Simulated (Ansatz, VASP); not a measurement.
Y3Zr2F in VASP and in Ansatz

```
CELL_PARAMETERS angstrom
6.86289 0.00000 0.00000
-3.43145 5.94344 0.00000
0.00000 0.00000 4.79432
ATOMIC_POSITIONS crystal
Y 0.00000 0.50000 0.50000
Y 0.50000 0.00000 0.50000
Y 0.50000 0.50000 0.50000
Zr 0.33333 0.66667 0.00000
Zr 0.66667 0.33333 0.00000
F 0.00000 0.00000 0.00000
```

Change from the starting cell: species swapped into the TbGa2Co3 type (P6/mmm, No. 191).

Alike in both runs: functional PBE; k mesh 6 × 6 × 8; occupations gaussian, width 0.1 eV; no spin polarisation.

Ansatz relaxed the structure, and its values are those at the end. VASP's run is a single point on that final structure, the one shown.

|  | VASP | Ansatz |
| --- | --- | --- |
| version | VASP 6.6.1 | Ansatz 0.2.0 |
| potentials or method | VASP PAW PBE potentials, release 64 (Y_sv, Zr_sv, F), cutoff 520 eV | scalar-relativistic, plane waves, PAW |
| valence electrons in the cell | 64 | 64 |

Ansatz gave:

* gap on the k mesh at the Fermi level (eV): none
* pressure (GPa): 0.0

Question: Which values does VASP return?

Answer: gap on the k mesh at the Fermi level (eV): none; pressure (GPa): -0.1.

A gap of «none» marks a metal or a gap that the smearing closes.
